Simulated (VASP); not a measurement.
# SnSe2 (P-3m1) in VASP: notebook

The runs below take SnSe2 through single point, relaxation of cell and atoms, with PBE+D3(BJ).

Program: VASP 6.6.1. These are calculated values, not measurements. Logs are shortened: lines on timing, memory, paths and dates and some standing lists are left out, and cuts for length are marked.

## 1. The cell of the first run

It takes space group P-3m1 (No. 164, trigonal). The conventional cell has a = 3.840 Å, b = 3.840 Å, c = 6.010 Å, α = 90.00°, β = 90.00°, γ = 120.00°. Sn (site symmetry -3m) has 6 Se at 2.73 Å within 3.6 Å. Se (site symmetry 3m) has 3 Sn at 2.73 Å and 3 Se at 3.59 Å within 3.6 Å.

## 2. Single point, PBE+D3(BJ)

File INCAR:

```
ALGO = Normal
EDIFF = 1E-6
ENCUT = 500
GGA = PE
GGA_COMPAT = False
ISIF = 2
ISMEAR = 0
IVDW = 12
LASPH = True
LCHARG = False
LREAL = False
LWAVE = False
NBANDS = 20
NELM = 120
PREC = Accurate
SIGMA = 0.02
```

File KPOINTS:

```
k-points
0
Gamma
  12 12 6
```

File POSCAR:

```
SnSe2
1.0
    3.8400433021      0.0000000000      0.0000000000
   -1.9200216511      3.3255750513      0.0000000000
    0.0000000000      0.0000000000      6.0099097605
Sn Se
1 2
Direct
    0.0000000000      0.0000000000      0.0000000000
    0.3333333333      0.6666666667      0.2651331237
    0.6666666667      0.3333333333      0.7348668763
```

Potentials or basis: VASP PAW PBE potentials, release 64 (Sn_d, Se).

Run with:

```sh
$ cat potpaw_PBE.64/Sn_d/POTCAR potpaw_PBE.64/Se/POTCAR > POTCAR
$ mpirun -np 1 vasp_std > vasp.out
```

OUTCAR:

```text
EDIFF = 1E-6
   ENCUT = 500
   GGA = PE
   ISIF = 2
   ISMEAR = 0
   IVDW = 12
   LASPH = True
   LREAL = False
   NELM = 120
   PREC = Accurate
 IVDW          = 12

 ion  position               nearest neighbor table
   1  0.000  0.000  0.000-   2 2.73   3 2.73   3 2.73   2 2.73   3 2.73   2 2.73
   2  0.333  0.667  0.265-   1 2.73   1 2.73   1 2.73
   3  0.667  0.333  0.735-   1 2.73   1 2.73   1 2.73

  LATTYP: Found a hexagonal cell.
 ALAT       =     3.8400433021
 C/A-ratio  =     1.5650630182

  Lattice vectors:

 A1 = (   3.8400433021,   0.0000000000,   0.0000000000)
 A2 = (  -1.9200216511,   3.3255750513,   0.0000000000)
 A3 = (   0.0000000000,   0.0000000000,   6.0099097605)

Analysis of symmetry for initial positions (statically):
=====================================================================
 Subroutine PRICEL returns:
 Original cell was already a primitive cell.

 Routine SETGRP: Setting up the symmetry group for a
 hexagonal supercell.

 Subroutine GETGRP returns: Found 12 space group operations
 (whereof 12 operations were pure point group operations)
 out of a pool of 24 trial point group operations.

The static configuration has the point symmetry D_3d.

Analysis of symmetry for dynamics (positions and initial velocities):
=====================================================================
 Subroutine PRICEL returns:
 Original cell was already a primitive cell.

 Routine SETGRP: Setting up the symmetry group for a
 hexagonal supercell.

 Subroutine GETGRP returns: Found 12 space group operations
 (whereof 12 operations were pure point group operations)
 out of a pool of 24 trial point group operations.

The dynamic configuration has the point symmetry D_3d.

 Subroutine INISYM returns: Found 12 space group operations
 (whereof 12 operations are pure point group operations),
 and found     1 'primitive' translations

----------------------------------------------------------------------------------------

                                     Primitive cell

  volume of cell :      76.7487

  direct lattice vectors                    reciprocal lattice vectors
     3.840043302  0.000000000  0.000000000     0.260413730  0.150349937  0.000000000
    -1.920021651  3.325575051  0.000000000     0.000000000  0.300699874  0.000000000
     0.000000000  0.000000000  6.009909761     0.000000000  0.000000000  0.166391849

  length of vectors
     3.840043302  3.840043302  6.009909761     0.300699874  0.300699874  0.166391849

  position of ions in fractional coordinates (direct lattice)
     0.000000000  0.000000000  0.000000000
     0.333333333  0.666666667  0.265133124
     0.666666667  0.333333333  0.734866876

  ion indices of the primitive-cell ions
   primitive index   ion index
                 1           1
                 2           2
                 3           3

----------------------------------------------------------------------------------------

 KPOINTS: k-points

Automatic generation of k-mesh.
 Grid dimensions read from file:
 generate k-points for:   12   12    6

 Generating k-lattice:

  Cartesian coordinates                     Fractional coordinates (reciprocal lattice)
     0.021701144  0.012529161  0.000000000     0.083333333  0.000000000  0.000000000
     0.000000000  0.025058323  0.000000000     0.000000000  0.083333333  0.000000000
     0.000000000  0.000000000  0.027731975     0.000000000  0.000000000  0.166666667

  Length of vectors
     0.025058323  0.025058323  0.027731975

  Shift w.r.t. Gamma in fractional coordinates (k-lattice)
     0.000000000  0.000000000  0.000000000

 Subroutine IBZKPT returns following result:
 ===========================================

 Found    100 irreducible k-points:

 Following reciprocal coordinates:
            Coordinates               Weight
  0.000000  0.000000  0.000000      1.000000
  0.083333 -0.000000  0.000000      6.000000
  0.166667 -0.000000  0.000000      6.000000
  0.250000 -0.000000  0.000000      6.000000
  0.333333  0.000000  0.000000      6.000000
  0.416667  0.000000  0.000000      6.000000
[... 16 lines left out ...]
  0.166667 -0.000000  0.166667      6.000000
  0.000000  0.166667  0.166667      6.000000
 [... further k-points ...]
   k-points           NKPTS =    100   k-points in BZ     NKDIM =    100   number of bands    NBANDS=     20
   number of dos      NEDOS =    301   number of ions     NIONS =      3
   total plane-waves  NPLWV =  37632
   dimension x,y,z NGX =    28 NGY =   28 NGZ =   48
   dimension x,y,z NGXF=    56 NGYF=   56 NGZF=   96
   ions per type =               1   2
   NGX,Y,Z   is equivalent  to a cutoff of  12.12, 12.12, 13.28 a.u.
   NGXF,Y,Z  is equivalent  to a cutoff of  24.24, 24.24, 26.56 a.u.
 SYSTEM =  unknown system
   PREC   = accura    normal or accurate (medium, high low for compatibility)
   ISTART =      0    job   : 0-new  1-cont  2-samecut
   ICHARG =      2    charge: 1-file 2-atom 10-const
   ISPIN  =      1    spin polarized calculation?
   LNONCOLLINEAR =      F non collinear calculations
   LSORBIT =      F    spin-orbit coupling
   LASPH  =      T    aspherical Exc in radial PAW
   ENCUT  =  500.0 eV  36.75 Ry    6.06 a.u.   7.00  7.00 10.96*2*pi/ulx,y,z
   NELM   =    120;   NELMIN=  2; NELMDL= -5     # of ELM steps
   EDIFF  = 0.1E-05   stopping-criterion for ELM
   LREAL  =      F    real-space projection
   EDIFFG = 0.1E-04   stopping-criterion for IOM
   NSW    =      0    number of steps for IOM
   IBRION =     -1    ionic relax: 0-MD 1-quasi-New 2-CG
   NFREE  =      0    steps in history (QN), initial steepest desc. (CG)
   ISIF   =      2    stress and relaxation
   ISYM   =      2    0-nonsym 1-usesym 2-fastsym
   POTIM  = 0.5000    time-step for ionic-motion
   TEBEG  =    0.0;   TEEND  =   0.0 temperature during run
   PSTRESS=    0.0 pullay stress
   NELECT =      26.0000    total number of electrons
   NUPDOWN=      -1.0000    fix difference up-down
   EMIN   =  10.00;   EMAX   =-10.00  energy-range for DOS
   EFERMI =   0.00;   METHOD = LEGACY
   ISMEAR =     0;   SIGMA  =   0.02  broadening in eV -4-tet -1-fermi 0-gaus
   EFERMI_NEDOS =   21; number of points for ismear=-14 and -15
   IALGO  =     38    algorithm
   IMIX   =      4    mixing-type and parameters
     AMIX     =   0.40;   BMIX     =  1.00
     AMIX_MAG =   1.60;   BMIX_MAG =  1.00
  volume/ion in A,a.u.               =      25.58       172.64
  Fermi-wavevector in a.u.,A,eV,Ry     =   1.141237  2.156624 17.720512  1.302421
  Thomas-Fermi vector in A             =   2.277937
   LORBIT       =      0    0 simple, 1 ext, 2 COOP (PROOUT), +10 PAW based schemes
   GGA     = PE    functional components
   LHFCALC =     F    Hartree Fock is set to
   AEXX    =    0.0000 exact exchange contribution
   IVDW    =    12    specifies the selected vdW correction
   LEPSILON=     F    determine dielectric tensor
   LRPA    =     F    only Hartree local field effects (RPA)
 non-spin polarized calculation
 Gauss-broadening in eV      SIGMA  =   0.02
  energy-cutoff  :      500.00
  volume of cell :       76.75
 maximum number of plane-waves:      1962
   NGX = 13   NGY = 13   NGZ = 21

 number of electron      26.0000015 magnetization

 Free energy of the ion-electron system (eV)
  ---------------------------------------------------
  ext. energy  EPLUGINS =         0.00000000
  ---------------------------------------------------
  free energy    TOTEN  =       -11.80693986 eV

  energy without entropy =      -11.80693986  energy(sigma->0) =      -11.80693986

 E-fermi :   4.6021     XC(G=0):  -9.5623

 val. band max:        4.4444243708   @ k =   0.0833   0.0833   0.0000
 cond. band min:       4.7885159759   @ k =   0.0000   0.4167   0.3333
 fundamental gap:      0.3440916051
 Fermi energy:         4.6020587978

 k-point     1 :       0.0000    0.0000    0.0000
  band No.  band energies     occupation
      1     -16.9773      2.00000
      2     -16.9773      2.00000
      3     -16.9432      2.00000
      4     -16.9321      2.00000
      5     -16.9321      2.00000
      6      -9.5155      2.00000
[... 12 lines left out ...]
     19      13.2993      0.00000
     20      13.2993      0.00000

 k-point     2 :       0.0833   -0.0000    0.0000
  band No.  band energies     occupation
      1     -16.9799      2.00000
      2     -16.9749      2.00000
      3     -16.9415      2.00000
      4     -16.9338      2.00000
      5     -16.9319      2.00000
      6      -9.4493      2.00000
[... 12 lines left out ...]
     19      12.6370      0.00000
     20      13.3509      0.00000

 k-point     3 :       0.1667   -0.0000    0.0000
  band No.  band energies     occupation
      1     -16.9876      2.00000
      2     -16.9687      2.00000
      3     -16.9396      2.00000
      4     -16.9347      2.00000
      5     -16.9309      2.00000
      6      -9.2551      2.00000
[... 12 lines left out ...]
     19      12.3559      0.00000
     20      13.4572      0.00000

 k-point     4 :       0.2500   -0.0000    0.0000
  band No.  band energies     occupation
      1     -16.9993      2.00000
      2     -16.9621      2.00000
      3     -16.9445      2.00000
      4     -16.9275      2.00000
      5     -16.9274      2.00000
      6      -8.9487      2.00000
[... 12 lines left out ...]
     19      12.4479      0.00000
     20      13.8980      0.00000

 k-point     5 :       0.3333    0.0000    0.0000
  band No.  band energies     occupation
      1     -17.0118      2.00000
      2     -16.9583      2.00000
      3     -16.9493      2.00000
      4     -16.9214      2.00000
      5     -16.9194      2.00000
      6      -8.5649      2.00000
[... 12 lines left out ...]
     19      13.2480      0.00000
     20      14.4776      0.00000
[... 353 lines left out ...]
      6      -9.3928      2.00000
[... 12 lines left out ...]
     19      12.6694      0.00000
     20      13.3539      0.00000

 k-point    22 :       0.0000    0.0833    0.1667
  band No.  band energies     occupation
      1     -16.9799      2.00000
      2     -16.9749      2.00000
      3     -16.9415      2.00000
      4     -16.9338      2.00000
      5     -16.9319      2.00000
      6      -9.3927      2.00000
[... 12 lines left out ...]
     19      12.5370      0.00000
     20      12.9662      0.00000

 k-point    23 :       0.1667   -0.0000    0.1667
  band No.  band energies     occupation
      1     -16.9876      2.00000
      2     -16.9687      2.00000
      3     -16.9396      2.00000
      4     -16.9347      2.00000
      5     -16.9309      2.00000
      6      -9.2000      2.00000
[... 12 lines left out ...]
     19      12.7912      0.00000
     20      13.1411      0.00000

 k-point    24 :       0.0000    0.1667    0.1667
  band No.  band energies     occupation
      1     -16.9876      2.00000
      2     -16.9687      2.00000
      3     -16.9396      2.00000
      4     -16.9347      2.00000
      5     -16.9309      2.00000
      6      -9.1997      2.00000
[... 12 lines left out ...]
     19      12.1511      0.00000
     20      13.1113      0.00000

 [... further k-points ...]

------------------------ aborting loop because EDIFF is reached ----------------------------------------

 Edisp (eV)   -1.09151

 E8    (eV) :    -0.4778

  FORCE on cell =-STRESS in cart. coord.  units (eV):
  Direction    XX          YY          ZZ          XY          YZ          ZX
  --------------------------------------------------------------------------------------
  -------------------------------------------------------------------------------------
  Total       0.02727     0.02727     0.04003    -0.00000     0.00000    -0.00000
  in kB       0.56921     0.56921     0.83558    -0.00000     0.00000    -0.00000
  external pressure =        0.66 kB  Pullay stress =        0.00 kB

 VOLUME and BASIS-vectors are now :
 -----------------------------------------------------------------------------
  energy-cutoff  :      500.00
  volume of cell :       76.75
      direct lattice vectors                 reciprocal lattice vectors
     3.840043302  0.000000000  0.000000000     0.260413730  0.150349937  0.000000000
    -1.920021651  3.325575051  0.000000000     0.000000000  0.300699874  0.000000000
     0.000000000  0.000000000  6.009909761     0.000000000  0.000000000  0.166391849

 POSITION                                       TOTAL-FORCE (eV/Angst)
 -----------------------------------------------------------------------------------
      0.00000      0.00000      0.00000         0.000000      0.000000      0.000000
     -0.00000      2.21705      1.59343         0.000000      0.000000      0.015438
      1.92002      1.10853      4.41648        -0.000000     -0.000000     -0.015438
 -----------------------------------------------------------------------------------
    total drift:                               -0.000000      0.000000      0.000000

  FREE ENERGIE OF THE ION-ELECTRON SYSTEM (eV)
  ---------------------------------------------------
  free  energy   TOTEN  =       -12.8984455508 eV

  energy  without entropy=      -12.8984455508  energy(sigma->0) =      -12.89844555
```

Wall time 2.5 min (1 thread of Intel Xeon 8259CL, shared host); peak memory 0.29 GiB.

What came out:

- Free energy: -12.8984 eV
- Pressure: 0.1 GPa
- Largest force: 0.015 eV/Å
- Band gap on the k mesh: 0.34 eV (least direct gap 0.81 eV)
- Dispersion energy per atom: -0.364 eV

Forces on the atoms (eV/Å):
```
Sn   0.000  0.000  0.000
Se   0.000  0.000  0.015
Se   0.000  0.000 -0.015
```

Caveat: spin-orbit coupling is left out, which moves the levels of the heavy elements.

## 3. Relaxation of cell and atoms, PBE+D3(BJ)

File INCAR:

```
SYSTEM = SnSe2
  PREC = Accurate
  ENCUT = 500
  EDIFF = 1E-7
  ISMEAR = 0
  SIGMA = 0.02
  LREAL = .False.
  LASPH = .True.
  NELM = 120
  ALGO = Normal
  ISIF = 3
  LWAVE = .False.
  LCHARG = .False.
  GGA = PE
  IVDW = 12
  IBRION = 2
  NSW = 100
  EDIFFG = -0.005
  GGA_COMPAT = .False.
  NELMIN = 4
```

File KPOINTS:

```
Automatic mesh
0
Gamma
  12 12 6
  0 0 0
```

POSCAR is that of step 2.

Potentials or basis: VASP PAW PBE potentials, release 64 (Sn_d, Se).

Run with:

```sh
$ cat potpaw_PBE.64/Sn_d/POTCAR potpaw_PBE.64/Se/POTCAR > POTCAR
$ mpirun -np 1 vasp_std > vasp.out
```

OUTCAR:

```text
SYSTEM = SnSe2
   PREC = Accurate
   ENCUT = 500
   EDIFF = 1E-7
   ISMEAR = 0
   LREAL = .False.
   LASPH = .True.
   NELM = 120
   ISIF = 3
   GGA = PE
   IVDW = 12
   IBRION = 2
   NSW = 100
   EDIFFG = -0.005
   NELMIN = 4
 IVDW          = 12

 ion  position               nearest neighbor table
   1  0.000  0.000  0.000-   2 2.73   3 2.73   3 2.73   2 2.73   3 2.73   2 2.73
   2  0.333  0.667  0.265-   1 2.73   1 2.73   1 2.73
   3  0.667  0.333  0.735-   1 2.73   1 2.73   1 2.73

  LATTYP: Found a hexagonal cell.
 ALAT       =     3.8400433021
 C/A-ratio  =     1.5650630182

  Lattice vectors:

 A1 = (   3.8400433021,   0.0000000000,   0.0000000000)
 A2 = (  -1.9200216511,   3.3255750513,   0.0000000000)
[... 179 lines left out ...]
  energy without entropy =      -11.80694047  energy(sigma->0) =      -11.80694047

------------------------ aborting loop because EDIFF is reached ----------------------------------------

 Edisp (eV)   -1.09151

 E8    (eV) :    -0.4778
[... 114 lines left out ...]
--------------------------------------- Ionic step        4  -------------------------------------------

 number of electron      26.0000015 magnetization

 Free energy of the ion-electron system (eV)
  ---------------------------------------------------
  ext. energy  EPLUGINS =         0.00000000
  ---------------------------------------------------
  free energy    TOTEN  =       -11.80789124 eV

  energy without entropy =      -11.80789124  energy(sigma->0) =      -11.80789124

 E-fermi :   4.5928     XC(G=0):  -9.5584

 val. band max:        4.4352790367   @ k =   0.0833   0.0833   0.0000
 cond. band min:       4.7774909757   @ k =   0.0000   0.4167   0.3333
 fundamental gap:      0.3422119391
 Fermi energy:         4.5928027817

 k-point     1 :       0.0000    0.0000    0.0000
  band No.  band energies     occupation
      1     -16.9847      2.00000
      2     -16.9847      2.00000
      3     -16.9507      2.00000
      4     -16.9396      2.00000
      5     -16.9396      2.00000
      6      -9.5172      2.00000
[... 457 lines left out ...]
      4     -16.9422      2.00000
      5     -16.9384      2.00000
      6      -9.2018      2.00000
[... 9 lines left out ...]
     16       9.1362      0.00000
     17       9.4338      0.00000

 [... further k-points ...]

------------------------ aborting loop because EDIFF is reached ----------------------------------------

 Edisp (eV)   -1.09057

 E8    (eV) :    -0.4774
[... 26 lines left out ...]
  FREE ENERGIE OF THE ION-ELECTRON SYSTEM (eV)
  ---------------------------------------------------
  free  energy   TOTEN  =       -12.8984638468 eV

  energy  without entropy=      -12.8984638468  energy(sigma->0) =      -12.89846385

 reached required accuracy - stopping structural energy minimisation
```

CONTCAR:

```text
SnSe2
   1.00000000000000
     3.8409450334477935   -0.0000000000000136    0.0000000000000000
    -1.9204725167739203    3.3263559735546191   -0.0000000000000000
     0.0000000000000000    0.0000000000000000    6.0120917029958729
  Sn              Se
     1     2
Direct
     1.0000000000000000    0.0000000000000000    0.0000000000000000
     0.3333333332999970    0.6666666667000030    0.2652108453648333
     0.6666666667000030    0.3333333332999970    0.7347891546351667

  0.00000000E+00  0.00000000E+00  0.00000000E+00
  0.00000000E+00  0.00000000E+00  0.00000000E+00
  0.00000000E+00  0.00000000E+00  0.00000000E+00
```

Wall time 5.6 min (1 thread of Intel Xeon 8259CL, shared host); peak memory 0.29 GiB.

Results:

```yaml
Free_energy: -12.8985 eV
Relaxed_volume: 25.60 Å³/atom
Relaxed_cell: a = 3.841 Å, b = 3.841 Å, c = 6.012 Å, α = 90.00°, β = 90.00°, γ = 120.00°
Space_group_after_relaxing_to_0.1_Å: P-3m1 (No. 164)
Energy_gained_by_relaxing: 0.0 meV/atom
Ionic_steps: 4
Pressure_after_relaxing: 0.0 GPa
Largest_force_after_relaxing: 0.004 eV/Å
Band_gap_on_the_k_mesh: 0.34 eV (least direct gap 0.81 eV)
Dispersion_energy_per_atom: -0.364 eV
```

Forces on the atoms (eV/Å):
```
Sn   0.000  0.000  0.000
Se   0.000  0.000  0.004
Se   0.000  0.000 -0.004
```

Final structure:
```
CELL_PARAMETERS angstrom
3.84095 0.00000 0.00000
-1.92047 3.32636 0.00000
0.00000 0.00000 6.01209
ATOMIC_POSITIONS crystal
Sn 0.00000 0.00000 0.00000
Se 0.33333 0.66667 0.26521
Se 0.66667 0.33333 0.73479
```

Caveat: spin-orbit coupling is left out, which moves the levels of the heavy elements. A k mesh can miss the band edges.
